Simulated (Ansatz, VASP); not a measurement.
SiGe in VASP and in Ansatz

```
CELL_PARAMETERS angstrom
3.90445 0.00000 0.00000
-1.95223 3.38135 0.00000
0.00000 0.00000 6.45078
ATOMIC_POSITIONS crystal
Si 0.66667 0.33333 0.85600
Si 0.33333 0.66667 0.35600
Ge 0.66667 0.33333 0.50759
Ge 0.33333 0.66667 0.00759
```

Change from the starting cell: mode 10 (401.9 1/cm) frozen in, largest displacement -0.120 Å.

Alike in both runs: task single point; functional PBEsol; k mesh 12 × 12 × 6; occupations gaussian, width 0.03 eV; no spin polarisation.

|  | VASP | Ansatz |
| --- | --- | --- |
| version | VASP 6.6.1 | Ansatz 0.2.0 |
| potentials or method | VASP PAW PBE potentials, release 64 (Si, Ge_d), cutoff 520 eV | scalar-relativistic, plane waves, PAW |
| valence electrons in the cell | 36 | 36 |

```tsv
	VASP	Ansatz	Ansatz less VASP
gap on the k mesh at the Fermi level (eV)	none	none	-
pressure (GPa)	0.5	0.5	+0.03
traceless stress, the component that is largest in VASP (GPa)	7.69	7.74	+0.044
rms of the force components (eV/Å)	1.409	1.412	+0.0027
```

VASP's potentials were made for PBE, not for PBEsol. Atom by atom the forces differ by 0.003 eV/Å (rms over components). A gap of «none» marks a metal or a gap that the smearing closes.
